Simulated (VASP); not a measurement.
# BaAlP4 (Cmc2_1) in VASP: single point with PBE

Aim: the single point of BaAlP4 with PBE.

All numbers are computed with VASP 6.6.1; they aren't measurements. Logs are shortened: lines on timing, memory, paths and dates and some standing lists are left out, and cuts for length are marked.

**1. The cell of the first run**

Symmetry: Cmc2_1, No. 36, orthorhombic system. The conventional cell has a = 4.496 Å, b = 15.812 Å, c = 6.340 Å, α = 90.00°, β = 90.00°, γ = 90.00°. Within 3.9 Å of Ba (site symmetry m) lie 11 P at 2.84 to 3.62 Å and 2 Al at 3.84 Å. Within 2.8 Å of Al (site symmetry m) lie 6 P at 2.10 to 2.25 Å. Within 3.0 Å of P (site symmetry m) lie 1 Al at 2.14 Å and 2 P at 2.80 to 2.96 Å and 3 Ba at 2.87 to 2.92 Å. P (site symmetry m) has 1 Al at 2.10 Å and 3 Ba at 2.84 to 3.29 Å and 6 P at 2.96 to 3.16 Å within 3.3 Å. Within 2.9 Å of P (site symmetry m) lie 2 Al at 2.11 to 2.19 Å and 1 P at 2.80 Å. Within 3.2 Å of P (site symmetry m) lie 2 Al at 2.25 Å and 8 P at 3.05 to 3.15 Å and 1 Ba at 3.10 Å.

**2. Single point, PBE**

POSCAR reads:

```
BaAlP4
1.0
    4.4963130000      0.0000000000      0.0000000000
    2.2481560000     -7.9058690000      0.0000000000
    0.0000000000      0.0000000000     -6.3404430000
Ba Al P
2 2 8
Direct
    0.8516600000      0.2966800000      0.4658000000
    0.1483400000      0.7033200000      0.9658000000
    0.4144700000      0.1710600000      0.0000000000
    0.5855300000      0.8289400000      0.5000000000
    0.3045000000      0.3910000000      0.1955000000
    0.6955000000      0.6090000000      0.6955000000
    0.3347000000      0.3306000000      0.7350000000
    0.6653000000      0.6694000000      0.2350000000
    0.4755000000      0.0490000000      0.3108000000
    0.5245000000      0.9510000000      0.8108000000
    0.9211000000      0.1578000000      0.0092000000
    0.0789000000      0.8422000000      0.5092000000
```

INCAR.step1 reads:

```
SYSTEM = BaAlP4
PREC = Accurate
ENCUT = 400
EDIFF = 1E-6
ISMEAR = -1
SIGMA = 0.1
LREAL = .FALSE.
LASPH = .TRUE.
NELM = 120
ALGO = Normal
ISIF = 2
LWAVE = .FALSE.
LCHARG = .TRUE.
GGA = PE
NBANDS = 45
GGA_COMPAT = .FALSE.
NEDOS = 2001
LORBIT = 11
```

KPOINTS.step1 reads:

```
regular mesh
0
G
  7 7 5
  0 0 0
```

INCAR.step2 reads:

```
SYSTEM = BaAlP4
PREC = Accurate
ENCUT = 400
EDIFF = 1E-6
ISMEAR = -5
SIGMA = 0.1
LREAL = .FALSE.
LASPH = .TRUE.
NELM = 120
ALGO = Normal
ISIF = 2
LWAVE = .FALSE.
LCHARG = .FALSE.
GGA = PE
LORBIT = 11
NBANDS = 45
NEDOS = 1001
ICHARG = 11
GGA_COMPAT = .FALSE.
```

KPOINTS.step2 reads:

```
regular mesh
0
G
  11 11 8
  0 0 0
```

Potentials or basis: VASP PAW PBE potentials, release 64 (Ba_sv, Al, P).

Started as:

```sh
cat potpaw_PBE.64/Ba_sv/POTCAR potpaw_PBE.64/Al/POTCAR potpaw_PBE.64/P/POTCAR > POTCAR
cp INCAR.step1 INCAR
cp KPOINTS.step1 KPOINTS
mpirun -np 1 vasp_std > vasp.out
cp INCAR.step2 INCAR
cp KPOINTS.step2 KPOINTS
mpirun -np 1 vasp_std > vasp.out
```

OUTCAR:

```text
SYSTEM = BaAlP4
   PREC = Accurate
   ENCUT = 400
   EDIFF = 1E-6
   ISMEAR = -5
   LREAL = .FALSE.
   LASPH = .TRUE.
   NELM = 120
   ISIF = 2
   GGA = PE
   LORBIT = 11
   ICHARG = 11

 ion  position               nearest neighbor table
   1  0.852  0.297  0.466-   7 2.84   7 2.84   6 2.87   5 2.92   5 2.92  11 3.10   9 3.14   9 3.14
                             8 3.29  12 3.60  11 3.62   3 3.84   3 3.84
   2  0.148  0.703  0.966-   8 2.84   8 2.84   5 2.87   6 2.92   6 2.92  12 3.10  10 3.14  10 3.14
                             7 3.29  11 3.60  12 3.62   4 3.84   4 3.84
   3  0.414  0.171  0.000-   7 2.10  10 2.11   5 2.14   9 2.19  11 2.25  11 2.25   1 3.84   1 3.84

   4  0.586  0.829  0.500-   8 2.10   9 2.11   6 2.14  10 2.19  12 2.25  12 2.25   2 3.84   2 3.84

   5  0.304  0.391  0.196-   3 2.14   9 2.80   2 2.87   1 2.92   1 2.92   7 2.96
   6  0.696  0.609  0.696-   4 2.14  10 2.80   1 2.87   2 2.92   2 2.92   8 2.96
   7  0.335  0.331  0.735-   3 2.10   1 2.84   1 2.84   5 2.96   2 3.29
   8  0.665  0.669  0.235-   4 2.10   2 2.84   2 2.84   6 2.96   1 3.29
   9  0.475  0.049  0.311-   4 2.11   3 2.19   5 2.80   1 3.14   1 3.14
  10  0.525  0.951  0.811-   3 2.11   4 2.19   6 2.80   2 3.14   2 3.14
  11  0.921  0.158  0.009-   3 2.25   3 2.25   1 3.10   2 3.60   1 3.62
  12  0.079  0.842  0.509-   4 2.25   4 2.25   2 3.10   1 3.60   2 3.62

  LATTYP: Found a base centered orthorhombic cell.
 ALAT       =     4.4963130000
 B/A-ratio  =     3.5166008238
 C/A-ratio  =     1.4101427103

  Lattice vectors:

 A1 = (   2.2481570000,   7.9058690000,   0.0000000000)
 A2 = (   2.2481560000,  -7.9058690000,   0.0000000000)
 A3 = (   0.0000000000,   0.0000000000,  -6.3404430000)

Analysis of symmetry for initial positions (statically):
=====================================================================
 Subroutine PRICEL returns:
 Original cell was already a primitive cell.

 Routine SETGRP: Setting up the symmetry group for a
 base centered orthorhombic supercell.

 Subroutine GETGRP returns: Found  4 space group operations
 (whereof  2 operations were pure point group operations)
 out of a pool of  8 trial point group operations.

The static configuration has the point symmetry C_1h.
 The point group associated with its full space group is C_2v.

Analysis of symmetry for dynamics (positions and initial velocities):
=====================================================================
 Subroutine PRICEL returns:
 Original cell was already a primitive cell.

 Routine SETGRP: Setting up the symmetry group for a
 base centered orthorhombic supercell.

[... 157 lines left out ...]
   LRPA    =     F    only Hartree local field effects (RPA)
 non-spin polarized calculation
 Fermi weights with tetrahedron method with Bloechl corrections
  energy-cutoff  :      400.00
  volume of cell :      225.39
 maximum number of plane-waves:      4114
 NGX is ok and might be reduce to    30

 number of electron      65.9999999 magnetization

 Free energy of the ion-electron system (eV)
  ---------------------------------------------------
  ext. energy  EPLUGINS =         0.00000000
  ---------------------------------------------------
  free energy    TOTEN  =       -45.98279811 eV

  energy without entropy =      -45.98279811  energy(sigma->0) =      -45.98279811

 E-fermi :   6.3044     XC(G=0): -10.3352

 val. band max:        6.3855474622   @ k =  -0.1818   0.3636   0.5000
 cond. band min:       6.2689252809   @ k =   0.0000   0.2727   0.1250
 fundamental gap:     -0.1166221812
 Fermi energy:         6.3044050532

 k-point     1 :       0.0000    0.0000    0.0000
  band No.  band energies     occupation
      1     -20.3602      2.00000
      2     -20.3398      2.00000
      3      -7.3119      2.00000
      4      -7.0649      2.00000
      5      -6.6632      2.00000
      6      -6.2569      2.00000
[... 1141 lines left out ...]
     44      10.2587      0.00000
     45      10.4303      0.00000

 [... further k-points ...]

------------------------ aborting loop because EDIFF is reached ----------------------------------------

  FORCE on cell =-STRESS in cart. coord.  units (eV):
  Direction    XX          YY          ZZ          XY          YZ          ZX
  --------------------------------------------------------------------------------------
  -------------------------------------------------------------------------------------
  Total       31.5527574     33.2348620     41.1032859      0.0000021      0.0000000      0.0000000
  in kB      224.2963197    236.2537493    292.1873245      0.0000149      0.0000000      0.0000000
  external PRESSURE =     250.9124645 kB  Pullay stress =       0.0000000 kB

 VOLUME and BASIS-vectors are now :
 -----------------------------------------------------------------------------
  energy-cutoff  :      400.00
  volume of cell :      225.39
      direct lattice vectors                 reciprocal lattice vectors
     4.496313000  0.000000000  0.000000000     0.222404446  0.063244140  0.000000000
     2.248156000 -7.905869000  0.000000000     0.000000000 -0.126488309  0.000000000
     0.000000000  0.000000000 -6.340443000     0.000000000  0.000000000 -0.157717686

 POSITION                                       TOTAL-FORCE (eV/Angst)
 -----------------------------------------------------------------------------------
      4.49631     -2.34551     -2.95338         0.000000      1.519295      0.541975
      2.24816     -5.56036     -6.12360        -0.000000     -1.519295      0.541975
      2.24816     -1.35238      0.00000         0.000000      0.786802     -1.062534
      4.49631     -6.55349     -3.17022        -0.000000     -0.786802     -1.062534
      2.24816     -3.09119     -1.23956        -0.000000     -2.230542     -1.370901
      4.49631     -4.81467     -4.40978         0.000000      2.230542     -1.370901
      2.24816     -2.61368     -4.66023        -0.000000     -2.503029      1.197865
      4.49631     -5.29219     -1.49000         0.000000      2.503029      1.197865
      2.24816     -0.38739     -1.97061        -0.000000     -1.538496      0.352845
      4.49631     -7.51848     -5.14083         0.000000      1.538496      0.352845
      4.49631     -1.24755     -0.05833         0.000000      0.355561      0.340750
      2.24816     -6.65832     -3.22855        -0.000000     -0.355561      0.340750
 -----------------------------------------------------------------------------------
    total drift:                               -0.000000     -0.000000      0.007128

  FREE ENERGIE OF THE ION-ELECTRON SYSTEM (eV)
  ---------------------------------------------------
  free  energy   TOTEN  =       -45.9827981058 eV

  energy  without entropy=      -45.9827981058  energy(sigma->0) =      -45.98279811

 total charge

# of ion       s       p       d       tot
------------------------------------------
    1        2.037   5.568   0.636   8.242
    2        2.037   5.568   0.636   8.242
    3        0.432   0.553   0.000   0.984
    4        0.432   0.553   0.000   0.984
    5        1.121   1.396   0.000   2.518
    6        1.121   1.396   0.000   2.518
    7        1.128   1.385   0.000   2.514
    8        1.128   1.385   0.000   2.514
    9        1.122   1.424   0.000   2.546
   10        1.122   1.424   0.000   2.546
   11        1.122   1.367   0.000   2.488
   12        1.122   1.367   0.000   2.488
--------------------------------------------------
tot         13.924  23.387   1.272  38.583
```

OUTCAR.step1:

```text
SYSTEM = BaAlP4
   PREC = Accurate
   ENCUT = 400
   EDIFF = 1E-6
   ISMEAR = -1
   LREAL = .FALSE.
   LASPH = .TRUE.
   NELM = 120
   ISIF = 2
   GGA = PE
   LORBIT = 11

[... 1428 lines left out ...]
 total charge

# of ion       s       p       d       tot
------------------------------------------
    1        2.037   5.568   0.637   8.242
    2        2.037   5.568   0.637   8.242
    3        0.431   0.553   0.000   0.984
    4        0.431   0.553   0.000   0.984
    5        1.122   1.397   0.000   2.518
    6        1.122   1.397   0.000   2.518
    7        1.128   1.390   0.000   2.518
    8        1.128   1.390   0.000   2.518
    9        1.121   1.422   0.000   2.543
   10        1.121   1.422   0.000   2.543
   11        1.122   1.368   0.000   2.489
   12        1.122   1.368   0.000   2.489
--------------------------------------------------
tot         13.922  23.393   1.274  38.589
```

Wall time 9.2 min (1 thread of AMD EPYC 9R45 (Zen 5), shared host); peak memory 0.9 GiB.

What came out:

| Item | Value |
| --- | --- |
| Valence electrons inside the program's atomic spheres | Ba 8.24; Al 0.98; P 2.52, 2.51, 2.55, 2.49 (each value once) |

Caveat: spin-orbit coupling is left out, which moves the levels of the heavy elements.
